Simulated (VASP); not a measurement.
Set up this calculation in VASP 6.6.1, as the native input.

| Quantity | Value |
| --- | --- |
| Task | single point |
| Functional | PBE |
| Potentials or basis | VASP PAW PBE potentials, release 64 (C) |
| Cutoff | 520 eV |
| k mesh | 10 × 10 × 3 |
| Occupations | gaussian, width 0.05 eV |
| Spin | no spin polarisation |
| Dipole correction | no |
| Further INCAR settings | ALGO = Normal; EDIFF = 1e-06; NBANDS = 31 |

The structure of C lies in POSCAR:

```
C
1.0
   -2.5194924611      0.0000000000      0.0000000000
   -1.2597462306     -2.1819444760      0.0000000000
   -1.5746827882     -0.9091435317     10.3668212017
C
10
Direct
   -0.6308064754     -0.6308064754      0.8741755410
    0.4312564754      0.4312564754      0.7252244590
    0.0143726456      0.0143726456      0.1257456505
    0.5360773544      0.5360773544      0.4736543495
   -0.0477330820     -0.0477330820      0.2747993967
    0.5981830820      0.5981830820      0.3246006033
   -0.3183486760     -0.3183486760      0.9242768224
    0.1187986760      0.1187986760      0.6751231776
    0.3685752972      0.3685752972      0.0756592868
    0.1818747028      0.1818747028      0.5237407132
```

One way to write it, as run:

INCAR

```
ALGO     = Normal         # electronic algorithm
EDIFF    = 1E-6           # SCF threshold, eV
ENCUT    = 520            # plane-wave cutoff, eV
GGA      = PE             # functional
ISIF     = 2              # what is computed and relaxed
ISMEAR   = 0              # smearing method
LASPH    = T              # aspherical terms in the spheres
LCHARG   = T              # write CHGCAR
LELF     = T              # ELF
LREAL    = F              # projectors in reciprocal space
LVHAR    = T            
LWAVE    = F              # write WAVECAR
NBANDS   = 31             # bands
NELM     = 60             # most SCF steps
PREC     = Accurate       # precision mode
SIGMA    = 0.05           # smearing width, eV
```

KPOINTS

```
k-points
0
Gamma
  10 10 3
```

Potentials or basis: VASP PAW PBE potentials, release 64 (C).

The run is started by

```bash
$ cat potpaw_PBE.64/C/POTCAR > POTCAR
$ mpirun -np 1 vasp_std > vasp.out
```

It gave:

```
Pressure               : 4.1 GPa
Largest force          : 5.482 eV/Å
Band gap on the k mesh : zero (bands 20 and 21 overlap by 0.28 eV)
```

Caveat: the cell stands under pressure; forces of over 1 eV/Å act on the atoms, so gaps and moduli don't describe the material at rest.

Wall time 81 s on 1 thread of Intel(R) Xeon(R) 6975P-C (Granite Rapids), with other jobs on the host, peak memory 0.21 GiB.
